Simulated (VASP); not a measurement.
Input of a VASP 6.6.1 run:

The input INCAR:

```
PREC = Accurate
ENCUT = 500
EDIFF = 1E-6
ISMEAR = 0
SIGMA = 0.1
LREAL = False
LASPH = True
NELM = 200
ALGO = Normal
ISIF = 2
LWAVE = False
LCHARG = False
GGA = PE
NBANDS = 34
GGA_COMPAT = False
LMAXMIX = 6
```

Contents of KPOINTS:

```
Automatic mesh
0
Gamma
  8 8 6
```

File POSCAR:

```
Pr2B
1.0
    1.9083669376     -6.0000530688      0.0000000000
    1.9083669376      6.0000530688      0.0000000000
    0.0000000000      0.0000000000      6.7153338744
Pr B
4 2
Direct
    0.0000000000      0.0000000000      0.5000000000
    0.0000000000      0.0000000000      0.0000000000
    0.2699314869      0.7300685131      0.2500000000
    0.7300685131      0.2699314869      0.7500000000
    0.6064346219      0.3935653781      0.2500000000
    0.3935653781      0.6064346219      0.7500000000
```

Potentials or basis: VASP PAW PBE potentials, release 64 (Pr_3, B), 4f in core.

Launch:

```bash
$ cat potpaw_PBE.64/Pr_3/POTCAR potpaw_PBE.64/B/POTCAR > POTCAR
$ mpirun -np 1 vasp_std > vasp.out
```

Estimate the largest force.

0.007 eV/Å.

Predict the pressure.

0.0 GPa.

Forces in eV/Å, atoms in the order of the input:
```
Pr   0.000  0.000  0.000
Pr   0.000  0.000  0.000
Pr   0.000  0.007  0.000
Pr   0.000 -0.007  0.000
B    0.000  0.004  0.000
B    0.000 -0.004  0.000
```

Caveat: spin-orbit coupling is left out, which moves the levels of the heavy elements; the 4f electrons are frozen in the core, so they carry no moment and show no levels. Spin polarisation is off, so any magnetic state and its effect on volume and gap are missing.
